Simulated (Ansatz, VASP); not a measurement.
One calculation of CoO, two programs

```
CELL_PARAMETERS angstrom
0.00000 2.13561 2.13561
2.13561 0.00000 2.13561
2.13561 2.13561 0.00000
ATOMIC_POSITIONS crystal
Co 0.00000 0.00000 0.00000
O 0.50000 0.50000 0.50000
```

Alike in both runs: task single point; functional PBE; k mesh 20 × 20 × 20; occupations gaussian, width 0.15 eV; collinear spin; Hubbard terms Co d U = 3.32 eV.

|  | VASP | Ansatz |
| --- | --- | --- |
| version | VASP 6.6.1 | Ansatz 0.2.0 |
| potentials or method | VASP PAW PBE potentials, release 64 (Co, O), cutoff 520 eV | scalar-relativistic, plane waves, PAW |
| valence electrons in the cell | 15 | 23 |

|  | VASP | Ansatz | Ansatz less VASP |
| --- | --- | --- | --- |
| pressure (GPa) | -2.9 | 7.0 | +9.94 |
| net moment per atom (μB) | 1.50 | 1.50 | +0.002 |
| size of the moment on the site where the two differ most (μB) | 2.73 | 2.60 | -0.126 |

Site moments also hang on the region over which each program counts them. The programs project onto different local orbitals, so the same U acts differently, and such runs can settle in different states. VASP's potentials hold 15 valence electrons a cell and Ansatz's 23, so a difference there can come from the potentials and not from the codes. Ansatz's warnings: look outside group, minimisation memory short, reached outside group.
